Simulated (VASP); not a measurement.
A run of VASP 6.6.1:

File INCAR:

```
SYSTEM = P
  PREC = Accurate
  ENCUT = 520
  EDIFF = 1E-6
  ISMEAR = -1
  SIGMA = 0.05
  LREAL = .False.
  LASPH = .True.
  NELM = 100
  ALGO = Normal
  ISIF = 2
  LWAVE = .False.
  LCHARG = .True.
  GGA = PE
  LELF = .True.
  LVHAR = .True.
  NBANDS = 18
```

File KPOINTS:

```
Automatic mesh
0
Gamma
  8 8 6
  0 0 0
```

POSCAR

```
P
1.0
    1.6561710999     -5.6275017981      0.0000000000
    1.6561710999      5.6275017981      0.0000000000
    0.0000000000      0.0000000000      4.5576831250
P
4
Direct
    0.9056487872      0.0943512128      0.5861842936
    0.0943512128      0.9056487872      0.4138157064
    0.5943512128      0.4056487872      0.0861842936
    0.4056487872      0.5943512128      0.9138157064
```

Potentials or basis: VASP PAW PBE potentials, release 64 (P).

Command:

```bash
$ cat potpaw_PBE.64/P/POTCAR > POTCAR
$ mpirun -np 1 vasp_std > vasp.out
```

Hardware: 1 thread of AMD EPYC 9R45 96-Core Processor (Zen 5) (shared host).

Q: Estimate the wall time of this run.

A: It took 100 s on 1 thread of AMD EPYC 9R45 96-Core Processor (Zen 5) (shared host), peak memory 0.27 GiB. Counts: scf iterations 12, k points 84.
